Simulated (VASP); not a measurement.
# GaSb3 (I4mm) in VASP: single point with PBE+D3(BJ)

Aim: the single point of GaSb3 with PBE+D3(BJ).

Everything below comes from runs of VASP 6.6.1. Logs are shortened: lines on timing, memory, paths and dates and some standing lists are left out, and cuts for length are marked.

### Step 1. The cell of the first run

It takes space group I4mm (No. 107, tetragonal). The conventional cell has a = 5.159 Å, b = 5.159 Å, c = 7.296 Å, α = 90.00°, β = 90.00°, γ = 90.00°. Ga (site symmetry 4mm) has 14 Sb at 3.10 to 3.75 Å within 4.1 Å. Within 4.1 Å of Sb (site symmetry 2mm) lie 4 Ga at 3.10 to 3.22 Å and 10 Sb at 3.16 to 3.65 Å. Sb (site symmetry 4mm) has 8 Sb at 3.16 Å and 6 Ga at 3.55 to 3.75 Å within 4.2 Å.

### Step 2. Single point, PBE+D3(BJ) (atom 1 (Ga) moved -0.100 Å towards its neighbour atom 4 (Sb) at 3.648 Å)

Input file INCAR:

```
SYSTEM = GaSb3
ALGO = Normal
EDIFF = 1E-7
ENCUT = 520
GGA = PE
ISIF = 2
ISMEAR = 0
IVDW = 12
LASPH = .TRUE.
LCHARG = .TRUE.
LELF = .TRUE.
LREAL = .FALSE.
LVHAR = .TRUE.
LWAVE = .FALSE.
NBANDS = 22
NELM = 60
PREC = Accurate
SIGMA = 0.15
```

Input file KPOINTS:

```
k-points
0
G
  12 12 12
  0 0 0
```

Input file POSCAR:

```
GaSb3
1.0
    0.0000000000      3.6478901005      3.6478901005
    3.6478901005      0.0000000000      3.6478901005
    3.6478901005      3.6478901005      0.0000000000
Ga Sb
1 3
Direct
    0.0137065533      0.0137065533     -0.0137065533
    0.2500000000      0.2500000000      0.2500000000
    0.7500000000      0.7500000000      0.7500000000
    0.5000000000      0.5000000000      0.5000000000
```

Potentials or basis: VASP PAW PBE potentials, release 64 (Ga_d, Sb).

The run is started by

```
> cat potpaw_PBE.64/Ga_d/POTCAR potpaw_PBE.64/Sb/POTCAR > POTCAR
> mpirun -np 1 vasp_std > vasp.out
```

OUTCAR:

```text
SYSTEM = GaSb3
   EDIFF = 1E-7
   ENCUT = 520
   GGA = PE
   ISIF = 2
   ISMEAR = 0
   IVDW = 12
   LASPH = .TRUE.
   LREAL = .FALSE.
   NELM = 60
   PREC = Accurate
 IVDW          = 12

 ion  position               nearest neighbor table
   1  0.014  0.014  0.986-   3 3.10   3 3.10   2 3.10   2 3.10   3 3.22   3 3.22   2 3.22   2 3.22

   2  0.250  0.250  0.250-   1 3.10   1 3.10   4 3.16   4 3.16   4 3.16   4 3.16   1 3.22   1 3.22
                             3 3.65   3 3.65   3 3.65   3 3.65   3 3.65   3 3.65
   3  0.750  0.750  0.750-   1 3.10   1 3.10   4 3.16   4 3.16   4 3.16   4 3.16   1 3.22   1 3.22
                             2 3.65   2 3.65   2 3.65   2 3.65   2 3.65   2 3.65
   4  0.500  0.500  0.500-   2 3.16   3 3.16   2 3.16   2 3.16   2 3.16   3 3.16   3 3.16   3 3.16

  LATTYP: Found a face centered cubic cell.
 ALAT       =     7.2957802010

  Lattice vectors:

 A1 = (   0.0000000000,   3.6478901005,   3.6478901005)
 A2 = (   3.6478901005,   0.0000000000,   3.6478901005)
 A3 = (   3.6478901005,   3.6478901005,   0.0000000000)

Analysis of symmetry for initial positions (statically):
=====================================================================
 Subroutine PRICEL returns:
 Original cell was already a primitive cell.

 Routine SETGRP: Setting up the symmetry group for a
 face centered cubic supercell.

 Subroutine GETGRP returns: Found  8 space group operations
 (whereof  8 operations were pure point group operations)
 out of a pool of 48 trial point group operations.

The static configuration has the point symmetry C_4v.

Analysis of symmetry for dynamics (positions and initial velocities):
=====================================================================
 Subroutine PRICEL returns:
 Original cell was already a primitive cell.

 Routine SETGRP: Setting up the symmetry group for a
 face centered cubic supercell.

 Subroutine GETGRP returns: Found  8 space group operations
 (whereof  8 operations were pure point group operations)
 out of a pool of 48 trial point group operations.

The dynamic configuration has the point symmetry C_4v.

 Subroutine INISYM returns: Found  8 space group operations
 (whereof  8 operations are pure point group operations),
 and found     1 'primitive' translations

----------------------------------------------------------------------------------------

                                     Primitive cell

  volume of cell :      97.0857

  direct lattice vectors                    reciprocal lattice vectors
     0.000000000  3.647890101  3.647890101    -0.137065533  0.137065533  0.137065533
     3.647890101  0.000000000  3.647890101     0.137065533 -0.137065533  0.137065533
     3.647890101  3.647890101  0.000000000     0.137065533  0.137065533 -0.137065533

  length of vectors
     5.158895654  5.158895654  5.158895654     0.237404467  0.237404467  0.237404467

  position of ions in fractional coordinates (direct lattice)
     0.013706553  0.013706553  0.986293447
     0.250000000  0.250000000  0.250000000
     0.750000000  0.750000000  0.750000000
     0.500000000  0.500000000  0.500000000

  ion indices of the primitive-cell ions
   primitive index   ion index
                 1           1
                 2           2
                 3           3
                 4           4

----------------------------------------------------------------------------------------

 KPOINTS: k-points

Automatic generation of k-mesh.
 Grid dimensions read from file:
 generate k-points for:   12   12   12

 Generating k-lattice:

  Cartesian coordinates                     Fractional coordinates (reciprocal lattice)
    -0.011422128  0.011422128  0.011422128     0.083333333  0.000000000  0.000000000
     0.011422128 -0.011422128  0.011422128     0.000000000  0.083333333  0.000000000
     0.011422128  0.011422128 -0.011422128     0.000000000  0.000000000  0.083333333

  Length of vectors
     0.019783706  0.019783706  0.019783706

  Shift w.r.t. Gamma in fractional coordinates (k-lattice)
     0.000000000  0.000000000  0.000000000

 Subroutine IBZKPT returns following result:
 ===========================================

 Found    163 irreducible k-points:

 Following reciprocal coordinates:
            Coordinates               Weight
  0.000000  0.000000  0.000000      1.000000
  0.083333  0.000000  0.000000      8.000000
  0.166667  0.000000  0.000000      8.000000
  0.250000  0.000000  0.000000      8.000000
  0.333333  0.000000  0.000000      8.000000
  0.416667  0.000000  0.000000      8.000000
[... 16 lines left out ...]
  0.000000 -0.333333  0.083333     16.000000
 -0.250000  0.083333  0.000000      8.000000
 [... further k-points ...]
   k-points           NKPTS =    163   k-points in BZ     NKDIM =    163   number of bands    NBANDS=     22
   number of dos      NEDOS =    301   number of ions     NIONS =      4
   total plane-waves  NPLWV =  64000
   dimension x,y,z NGX =    40 NGY =   40 NGZ =   40
   dimension x,y,z NGXF=    80 NGYF=   80 NGZF=   80
   ions per type =               1   3
   NGX,Y,Z   is equivalent  to a cutoff of  12.89, 12.89, 12.89 a.u.
   NGXF,Y,Z  is equivalent  to a cutoff of  25.78, 25.78, 25.78 a.u.
 SYSTEM =  GaSb3
   PREC   = accura    normal or accurate (medium, high low for compatibility)
   ISTART =      0    job   : 0-new  1-cont  2-samecut
   ICHARG =      2    charge: 1-file 2-atom 10-const
   ISPIN  =      1    spin polarized calculation?
   LNONCOLLINEAR =      F non collinear calculations
   LSORBIT =      F    spin-orbit coupling
   LASPH  =      T    aspherical Exc in radial PAW
   ENCUT  =  520.0 eV  38.22 Ry    6.18 a.u.   9.59  9.59  9.59*2*pi/ulx,y,z
   NELM   =     60;   NELMIN=  2; NELMDL= -5     # of ELM steps
   EDIFF  = 0.1E-06   stopping-criterion for ELM
   LREAL  =      F    real-space projection
   EDIFFG = 0.1E-05   stopping-criterion for IOM
   NSW    =      0    number of steps for IOM
   IBRION =     -1    ionic relax: 0-MD 1-quasi-New 2-CG
   NFREE  =      0    steps in history (QN), initial steepest desc. (CG)
   ISIF   =      2    stress and relaxation
   ISYM   =      2    0-nonsym 1-usesym 2-fastsym
   POTIM  = 0.5000    time-step for ionic-motion
   TEBEG  =    0.0;   TEEND  =   0.0 temperature during run
   PSTRESS=    0.0 pullay stress
   NELECT =      28.0000    total number of electrons
   NUPDOWN=      -1.0000    fix difference up-down
   EMIN   =  10.00;   EMAX   =-10.00  energy-range for DOS
   EFERMI =   0.00;   METHOD = LEGACY
   ISMEAR =     0;   SIGMA  =   0.15  broadening in eV -4-tet -1-fermi 0-gaus
   EFERMI_NEDOS =   21; number of points for ismear=-14 and -15
   IALGO  =     38    algorithm
   IMIX   =      4    mixing-type and parameters
     AMIX     =   0.40;   BMIX     =  1.00
     AMIX_MAG =   1.60;   BMIX_MAG =  1.00
  volume/ion in A,a.u.               =      24.27       163.79
  Fermi-wavevector in a.u.,A,eV,Ry     =   1.081623  2.043970 15.917558  1.169908
  Thomas-Fermi vector in A             =   2.217644
   LORBIT       =      0    0 simple, 1 ext, 2 COOP (PROOUT), +10 PAW based schemes
   GGA     = PE    functional components
   LHFCALC =     F    Hartree Fock is set to
   AEXX    =    0.0000 exact exchange contribution
   IVDW    =    12    specifies the selected vdW correction
   LEPSILON=     F    determine dielectric tensor
   LRPA    =     F    only Hartree local field effects (RPA)
 non-spin polarized calculation
 Gauss-broadening in eV      SIGMA  =   0.15
  energy-cutoff  :      520.00
  volume of cell :       97.09
 maximum number of plane-waves:      2685
   NGX = 19   NGY = 19   NGZ = 19

 number of electron      27.9999994 magnetization

 Free energy of the ion-electron system (eV)
  ---------------------------------------------------
  ext. energy  EPLUGINS =         0.00000000
  ---------------------------------------------------
  free energy    TOTEN  =       -14.48034247 eV

  energy without entropy =      -14.45597881  energy(sigma->0) =      -14.46816064

 E-fermi :   8.2538     XC(G=0): -10.4904

 val. band max:        8.2437514502   @ k =   0.4167   0.2500   0.0000
 cond. band min:       8.2680729449   @ k =   0.1667  -0.4167   0.3333
 fundamental gap:      0.0243214946
 Fermi energy:         8.2537575608

 k-point     1 :       0.0000    0.0000    0.0000
  band No.  band energies     occupation
      1      -6.5629      2.00000
      2      -6.5629      2.00000
      3      -6.5628      2.00000
      4      -6.5473      2.00000
      5      -6.5461      2.00000
      6      -4.6702      2.00000
[... 14 lines left out ...]
     21      15.5935      0.00000
     22      15.6062      0.00000

 k-point     2 :       0.0833    0.0000    0.0000
  band No.  band energies     occupation
      1      -6.5634      2.00000
      2      -6.5627      2.00000
      3      -6.5625      2.00000
      4      -6.5474      2.00000
      5      -6.5461      2.00000
      6      -4.6131      2.00000
[... 14 lines left out ...]
     21      15.0429      0.00000
     22      15.4596      0.00000

 k-point     3 :       0.1667    0.0000    0.0000
  band No.  band energies     occupation
      1      -6.5646      2.00000
      2      -6.5621      2.00000
      3      -6.5619      2.00000
      4      -6.5475      2.00000
      5      -6.5463      2.00000
      6      -4.4424      2.00000
[... 14 lines left out ...]
     21      13.8392      0.00000
     22      14.9888      0.00000

 k-point     4 :       0.2500    0.0000    0.0000
  band No.  band energies     occupation
      1      -6.5665      2.00000
      2      -6.5614      2.00000
      3      -6.5612      2.00000
      4      -6.5477      2.00000
      5      -6.5465      2.00000
      6      -4.1605      2.00000
[... 14 lines left out ...]
     21      13.4736      0.00000
     22      14.1849      0.00000

 k-point     5 :       0.3333    0.0000    0.0000
  band No.  band energies     occupation
      1      -6.5685      2.00000
      2      -6.5607      2.00000
      3      -6.5606      2.00000
      4      -6.5478      2.00000
      5      -6.5467      2.00000
      6      -3.7758      2.00000
[... 14 lines left out ...]
     21      13.1103      0.00000
     22      14.6475      0.00000

 k-point     6 :       0.4167    0.0000    0.0000
  band No.  band energies     occupation
      1      -6.5700      2.00000
      2      -6.5603      2.00000
      3      -6.5602      2.00000
      4      -6.5479      2.00000
      5      -6.5467      2.00000
      6      -3.3201      2.00000
[... 14 lines left out ...]
     21      13.5370      0.00000
     22      15.9191      0.00000

 k-point     7 :       0.5000    0.0000    0.0000
  band No.  band energies     occupation
      1      -6.5706      2.00000
      2      -6.5602      2.00000
      3      -6.5601      2.00000
      4      -6.5479      2.00000
      5      -6.5467      2.00000
      6      -3.0106      2.00000
[... 324 lines left out ...]
      6      -3.1232      2.00000
[... 14 lines left out ...]
     21      13.7263      0.00000
     22      16.0585      0.00000

 k-point    21 :       0.0000   -0.4167    0.0833
  band No.  band energies     occupation
      1      -6.5699      2.00000
      2      -6.5608      2.00000
      3      -6.5599      2.00000
      4      -6.5480      2.00000
      5      -6.5469      2.00000
      6      -3.1235      2.00000
[... 14 lines left out ...]
     21      13.7242      0.00000
     22      16.0593      0.00000

 k-point    22 :      -0.3333    0.0833    0.0000
  band No.  band energies     occupation
      1      -6.5687      2.00000
      2      -6.5608      2.00000
      3      -6.5604      2.00000
      4      -6.5479      2.00000
      5      -6.5470      2.00000
      6      -3.5784      2.00000
[... 14 lines left out ...]
     21      13.3326      0.00000
     22      14.8108      0.00000

 k-point    23 :       0.0000   -0.3333    0.0833
  band No.  band energies     occupation
      1      -6.5687      2.00000
      2      -6.5610      2.00000
      3      -6.5603      2.00000
      4      -6.5481      2.00000
      5      -6.5468      2.00000
      6      -3.5787      2.00000
[... 14 lines left out ...]
     21      13.3232      0.00000
     22      14.8050      0.00000

 k-point    24 :      -0.2500    0.0833    0.0000
  band No.  band energies     occupation
      1      -6.5671      2.00000
      2      -6.5612      2.00000
      3      -6.5611      2.00000
      4      -6.5476      2.00000
      5      -6.5469      2.00000
      6      -3.9927      2.00000
[... 14 lines left out ...]
     21      13.7544      0.00000
     22      14.2220      0.00000

 [... further k-points ...]

------------------------ aborting loop because EDIFF is reached ----------------------------------------

 Edisp (eV)   -1.91741

 E8    (eV) :    -0.8850

  FORCE on cell =-STRESS in cart. coord.  units (eV):
  Direction    XX          YY          ZZ          XY          YZ          ZX
  --------------------------------------------------------------------------------------
  -------------------------------------------------------------------------------------
  Total       0.24620     0.24620     0.21057     0.00000    -0.00000     0.00000
  in kB       4.06300     4.06300     3.47497     0.00000    -0.00000     0.00000
  external pressure =        3.87 kB  Pullay stress =        0.00 kB

 VOLUME and BASIS-vectors are now :
 -----------------------------------------------------------------------------
  energy-cutoff  :      520.00
  volume of cell :       97.09
      direct lattice vectors                 reciprocal lattice vectors
     0.000000000  3.647890101  3.647890101    -0.137065533  0.137065533  0.137065533
     3.647890101  0.000000000  3.647890101     0.137065533 -0.137065533  0.137065533
     3.647890101  3.647890101  0.000000000     0.137065533  0.137065533 -0.137065533

 POSITION                                       TOTAL-FORCE (eV/Angst)
 -----------------------------------------------------------------------------------
      3.64789      3.64789      0.10000         0.000000      0.000000     -0.179381
      1.82395      1.82395      1.82395         0.000000      0.000000      0.033230
      5.47184      5.47184      5.47184        -0.000000     -0.000000      0.033230
      3.64789      3.64789      3.64789         0.000000      0.000000      0.112921
 -----------------------------------------------------------------------------------
    total drift:                                0.000001      0.000001      0.000747

  FREE ENERGIE OF THE ION-ELECTRON SYSTEM (eV)
  ---------------------------------------------------
  free  energy   TOTEN  =       -16.3977494151 eV

  energy  without entropy=      -16.3733857563  energy(sigma->0) =      -16.38556759
```

Run time: 7.7 min. Hardware: 1 thread of Intel Xeon 8259CL, shared host; peak memory 0.49 GiB.

Results:

* Free energy: -16.3977 eV
* Pressure: 0.4 GPa
* Largest force: 0.179 eV/Å
* Band gap on the k mesh: zero (bands 14 and 15 overlap by 4.12 eV)
* Dispersion energy per atom: -0.479 eV

Forces in eV/Å, atoms in the order of the input:
```
Ga   0.000  0.000 -0.179
Sb   0.000  0.000  0.033
Sb   0.000  0.000  0.033
Sb   0.000  0.000  0.113
```

Caveat: the cell differs from its parent crystal (atom 1 (Ga) moved -0.100 Å towards its neighbour atom 4 (Sb) at 3.648 Å); spin-orbit coupling is left out, which moves the levels of the heavy elements.
